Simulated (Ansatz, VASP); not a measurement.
One calculation of Ga, two programs

File POSCAR:

```
Ga
1.0
   -1.4461200000      1.4461200000      2.2624350000
    1.4461200000     -1.4461200000      2.2624350000
    1.4461200000      1.4461200000     -2.2624350000
Ga
1
Direct
    0.0000000000      0.0000000000      0.0000000000
```

File INCAR.step1:

```
  PREC = Accurate
  ENCUT = 520
  ISMEAR = 0
  SIGMA = 0.15
  LREAL = F
  LASPH = T
  NELM = 60
  NBANDS = 12
  GGA = PE
  ALGO = Normal
  EDIFF = 1E-4
  LWAVE = T
  LCHARG = F
```

INCAR.step2

```
  PREC = Accurate
  ENCUT = 520
  EDIFF = 1E-7
  ISMEAR = 0
  SIGMA = 0.15
  LREAL = F
  LASPH = T
  NELM = 60
  ALGO = Normal
  ISIF = 2
  LWAVE = F
  LCHARG = T
  METAGGA = R2SCAN
  LMIXTAU = T
  LELF = T
  LVHAR = T
  NBANDS = 12
  ISTART = 1
```

KPOINTS

```
regular mesh
0
Gamma
  24 24 24
```

Input for Ansatz:

```yaml
crystal:
  lattice:
    - [-1.44612, 1.44612, 2.262435]
    - [1.44612, -1.44612, 2.262435]
    - [1.44612, 1.44612, -2.262435]
  atoms:
    - { symbol: Ga, position: [0.0, 0.0, 0.0] }
basis:
  ecutwfc: 500
kpoints:
  mp_grid: { grid: [24, 24, 24] }
hamiltonian:
  xc: r2scan
scf:
  occupations: { method: gaussian, width: 0.15 }
output:
  forces: true
  stress: true
  eigenvalues: true
```

Change from the starting cell: strain +0.030 along x and y, +0.015 along z, atoms carried along.

Alike in both runs: task single point; functional r2SCAN; k mesh 24 × 24 × 24; occupations gaussian, width 0.15 eV; no spin polarisation.

```csv
,VASP,Ansatz
version,VASP 6.6.1,Ansatz 0.2.0
potentials or method,"VASP PAW PBE potentials, release 64 (Ga_d), cutoff 520 eV","scalar-relativistic, plane waves, PAW"
valence electrons in the cell,13,13
```

```tsv
	VASP	Ansatz	Ansatz less VASP
gap on the k mesh at the Fermi level (eV)	none	none	-
pressure (GPa)	-2.9	-2.9	-0.06
traceless stress, the component that is largest in VASP (GPa)	-0.13	-0.08	+0.051
```

VASP's potentials were made for PBE, not for r2SCAN. A gap of «none» marks a metal or a gap that the smearing closes. With one functional, cell and mesh, what is left measures potentials, basis and numerics.
